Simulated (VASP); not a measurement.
Set up this calculation in VASP 6.6.1, as the native input.

```yaml
Task: relaxation of cell and atoms
Functional: revPBE
Dispersion: D4
Potentials_or_basis: VASP PAW PBE potentials, release 64 (W_sv, C)
Cutoff: 600 eV
k_mesh: 10 × 10 × 6
Occupations: fermi-dirac, width 0.05 eV
Spin: no spin polarisation
Dipole_correction: no
Further_INCAR_settings: ALGO = Normal; EDIFF = 1e-06; IBRION = 2; EDIFFG = -0.01; NSW = 60; ISIF = 3
```

The structure of WC lies in POSCAR:

```
WC
1.0
    1.6403461100     -2.1180379000      0.0000000000
    1.6403461100      2.1180379000      0.0000000000
    0.0000000000      0.0000000000      4.3094211000
W C
1 1
Direct
    0.5000000000      0.5000000000      0.5000000000
    0.0000000000      0.0000000000      0.0000000000
```

The input as run:

INCAR

```
PREC = Accurate
ENCUT = 600
EDIFF = 1E-6
ISMEAR = -1
SIGMA = 0.05
LREAL = False
LASPH = True
NELM = 60
ALGO = Normal
ISIF = 3
LWAVE = False
LCHARG = False
GGA = RE
IVDW = 13
IBRION = 2
NSW = 60
EDIFFG = -0.01
```

KPOINTS

```
regular mesh
0
Gamma
  10 10 6
```

Potentials or basis: VASP PAW PBE potentials, release 64 (W_sv, C).

Run with:

```console
$ cat potpaw_PBE.64/W_sv/POTCAR potpaw_PBE.64/C/POTCAR > POTCAR
$ mpirun -np 1 vasp_std > vasp.out
```

Results of the run:

```json
{
 "Relaxed volume": "11.32 Å³/atom",
 "Relaxed cell": "a = 2.950 Å, b = 2.950 Å, c = 3.008 Å, α = 90.00°, β = 90.00°, γ = 120.12°",
 "Space group after relaxing (to 0.05 Å)": "Cmmm (No. 65)",
 "Energy gained by relaxing": "1994.4 meV/atom",
 "Ionic steps": "19",
 "Pressure after relaxing": "0.0 GPa",
 "Band gap on the k mesh": "zero (band 9 reaches 13.14 eV, above the bottom of band 10 at 9.84 eV)",
 "Dispersion energy per atom": "-0.751 eV"
}
```

Caveat: the volume moved by over 15 % at a fixed basis, so the end points are rough; the PAW data sets were made with another functional, which shifts forces and pressure a little; spin-orbit coupling is left out, which moves the levels of the heavy elements; pairwise dispersion overbinds metals, which lowers pressure and volume.

Wall time 3 min on 1 thread of Intel(R) Xeon(R) 6975P-C (Granite Rapids), with other jobs on the host, peak memory 0.22 GiB.
